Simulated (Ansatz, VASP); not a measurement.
KF in VASP and in Ansatz

Contents of INCAR:

```
ALGO = Normal
EDIFF = 1E-6
ENCUT = 520
GGA = PS
ISIF = 2
ISMEAR = -1
LASPH = True
LCHARG = False
LREAL = False
LWAVE = False
NBANDS = 15
NELM = 60
PREC = Accurate
SIGMA = 0.01
```

File KPOINTS:

```
k-points
0
Gamma
  9 9 9
```

The input POSCAR:

```
KF
1.0
    0.0000000000      2.6467650000      2.6735000000
    2.6467650000      0.0000000000      2.6735000000
    2.6467650000      2.6467650000      0.0000000000
K F
1 1
Direct
    0.0000000000      0.0000000000      0.0000000000
    0.5000000000      0.5000000000      0.5000000000
```

Input for Ansatz:

```yaml
crystal:
  lattice:
    - [0.0, 2.646765, 2.6735]
    - [2.646765, 0.0, 2.6735]
    - [2.646765, 2.646765, 0.0]
  atoms:
    - { symbol: K, position: [0.0, 0.0, 0.0] }
    - { symbol: F, position: [0.5, 0.5, 0.5] }
kpoints:
  mp_grid: { grid: [9, 9, 9] }
  band_path:
    path:
      - [0.0, 0.0, 0.0]
      - [0.0, 0.5, 0.5]
      - [0.25, 0.75, 0.5]
      - [0.0, 0.5, 0.0]
      - [0.0, 0.0, 0.0]
      - [0.5, 0.5, 0.0]
      - [0.3725125, 0.6274875, 0.0]
      - [-0.3725125, 0.3725125, 0.0]
      - [0.0, 0.0, 0.0]
    npoints: 5
scf:
  occupations: { method: fermi_dirac, width: 0.01 }
hamiltonian:
  xc: pbesol
  pseudopotentials: { kind: all_electron, lapw: { basis_error: 0.001 } }
output:
  forces: true
  stress: true
  eigenvalues: true
```

Change from the starting cell: equal xx and yy strain of -1 %.

Alike in both runs: task single point; functional PBEsol; k mesh 9 × 9 × 9; occupations fermi-dirac, width 0.01 eV; no spin polarisation.

|  | VASP | Ansatz |
| --- | --- | --- |
| version | VASP 6.6.1 | Ansatz 0.2.0 |
| potentials or method | VASP PAW PBE potentials, release 64 (K_sv, F), cutoff 520 eV | all-electron LAPW, scalar-relativistic |

VASP gave:

```
gap on the k mesh at the Fermi level (eV)                     : 6.12
pressure (GPa)                                                : 0.0
traceless stress, the component that is largest in VASP (GPa) : -0.37
```

Task: Estimate Ansatz's values.

Result: gap on the k mesh at the Fermi level (eV): 6.13; pressure (GPa): -0.1; traceless stress, the component that is largest in VASP (GPa): -0.35.

VASP's potentials were made for PBE, not for PBEsol. Ansatz ran all-electron here, and VASP with PAW potentials.
